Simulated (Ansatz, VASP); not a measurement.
**One calculation of B, two programs**

```
CELL_PARAMETERS angstrom
0.00000 1.45435 1.45435
1.45435 0.00000 1.45435
1.45435 1.45435 0.00000
ATOMIC_POSITIONS crystal
B 0.00000 0.00000 0.00000
```

Alike in both runs: task single point; functional LDA; k mesh 21 × 21 × 21; occupations fermi-dirac, width 0.1 eV; no spin polarisation.

|  | VASP | Ansatz |
| --- | --- | --- |
| version | VASP 6.6.1 | Ansatz 0.2.0 |
| potentials or method | VASP PAW LDA potentials, release 64 (B), cutoff 520 eV | plane waves (420 eV) with PAW, scalar-relativistic |
| valence electrons in the cell | 3 | 3 |

```csv
,VASP,Ansatz,Ansatz less VASP
pressure (GPa),-19.0,-19.3,-0.38
```

Ansatz warns that its potentials were made for another functional, while VASP's fit it. LDA's correlation is that of Perdew and Zunger in VASP and of Perdew and Wang (1992) in Ansatz.
